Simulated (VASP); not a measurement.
Here is a VASP 6.6.1 calculation.

INCAR

```
PREC = Accurate ; ENCUT = 1300
EDIFF = 1E-6 ; ISMEAR = 0
SIGMA = 0.1 ; LREAL = False
LASPH = True ; NELM = 120
ALGO = Normal ; ISIF = 2
LWAVE = False ; LCHARG = False
GGA = CA ; NBANDS = 11
GGA_COMPAT = False
```

File KPOINTS:

```
Automatic mesh
0
Gamma
  10 10 10
```

File POSCAR:

```
C
1.0
    0.0000000000      1.7657474443      1.7657474443
    1.7657474443      0.0000000000      1.7657474443
    1.7657474443      1.7657474443      0.0000000000
C
2
Direct
    0.0000000000      0.0000000000      0.0000000000
    0.2500000000      0.2500000000      0.2500000000
```

Potentials or basis: VASP PAW LDA potentials, release 64 (C_h).

The run is started by

```bash
$ cat potpaw_LDA.64/C_h/POTCAR > POTCAR
$ mpirun -np 1 vasp_std > vasp.out
```

Problem. What does it give for the band gap on the k mesh?

Solution. 4.21 eV (least direct gap 5.63 eV).

Problem. Predict the pressure.

Solution. 1.0 GPa.

A k mesh can miss the band edges.
